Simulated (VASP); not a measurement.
A run of VASP 6.6.1 is set up as follows.

Contents of INCAR:

```
SYSTEM = Zr3Ag
ALGO = Normal
EDIFF = 1E-8
ENCUT = 520
ISIF = 2
ISMEAR = -1
LASPH = .True.
LCHARG = .False.
LEFG = .True.
LREAL = .False.
LWAVE = .False.
NBANDS = 32
NELM = 80
PREC = Accurate
SIGMA = 0.05
```

File KPOINTS:

```
k-points
0
Gamma
  7 7 8
  0 0 0
```

File POSCAR:

```
Zr3Ag
1.0
    4.5507289829      0.0000000000      0.0000000000
    0.0000000000      4.5507289829      0.0000000000
    0.0000000000      0.0000000000      3.9726687967
Zr Ag
3 1
Direct
    0.5000000000      0.5000000000      0.0000000000
    0.0000000000      0.5000000000      0.5000000000
    0.5000000000      0.0000000000      0.5000000000
    0.0000000000      0.0000000000      0.0000000000
```

Potentials or basis: VASP PAW LDA potentials, release 64 (Zr_sv, Ag).

Run with:

```bash
$ cat potpaw_LDA.64/Zr_sv/POTCAR potpaw_LDA.64/Ag/POTCAR > POTCAR
$ mpirun -np 1 vasp_std > vasp.out
```

Predict the band gap on the k mesh.

zero (an odd number of electrons rules out a gap without spin polarisation).

Predict the pressure.

-3.9 GPa.

Stress tensor (GPa, compression positive):
```
-4.69  0.00  0.00
 0.00 -4.69  0.00
 0.00  0.00 -2.19
```

Caveat: the cell stands under tension; without QUAD_EFG the Cq values of the log hold for a quadrupole moment of 1 mb, not for the nuclei.
